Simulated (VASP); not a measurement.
# Co: single point with BLYP

The system is Co.

```
CELL_PARAMETERS angstrom
2.53361 0.00000 0.00000
-1.26680 2.19417 0.00000
0.00000 0.00000 8.19361
ATOMIC_POSITIONS crystal
Co 0.00000 0.00000 0.00000
Co 0.00000 0.00000 0.50000
Co 0.33333 0.66667 0.25000
Co 0.66667 0.33333 0.75000
```

```
Program                : VASP 6.6.1
Task                   : single point
Functional             : BLYP
Potentials or basis    : VASP PAW PBE potentials, release 64 (Co)
Cutoff                 : 520 eV
k mesh                 : 19 × 19 × 5
Occupations            : fermi-dirac, width 0.05 eV
Spin                   : collinear spin, ferromagnetic start
Starting moments       : [1.707, 1.707, 1.726, 1.726] μB
Dipole correction      : no
Further INCAR settings : ALGO = Normal; EDIFF = 1e-07; NBANDS = 30
```

```json
{
 "Pressure": "-0.3 GPa",
 "Net moment": "6.54 μB per cell",
 "Site moments": "Co +1.65, +1.67 μB",
 "Valence electrons inside the program's atomic spheres": "Co 8.22, 8.21"
}
```

Stress tensor (GPa, compression positive):
```
-0.33  0.00  0.00
 0.00 -0.33  0.00
 0.00  0.00 -0.21
```

Levels at points of the mesh, in eV from the Fermi level:
Spin up:
```csv
k point,band 19,band 20,band 21,band 22,band 23,band 24
"(0.00, 0.00, 0.00)",-1.51,-1.20,-1.20,-0.83,-0.83,0.11
```
Spin down:
```
           k point  band 10  band 11  band 12  band 13  band 14  band 15  band 16  band 17  band 18  band 19
(0.00, 0.00, 0.00)    -1.06    -1.00    -0.79    -0.79    -0.75    -0.75     0.03     0.03     0.11     0.35
```

Run time: 9.3 min on 1 thread of Oxide Virtual Turin-like Processor, with other jobs on the host, peak memory 0.3 GiB.

Caveat: the PAW data sets were made with another functional, which shifts forces and pressure a little.
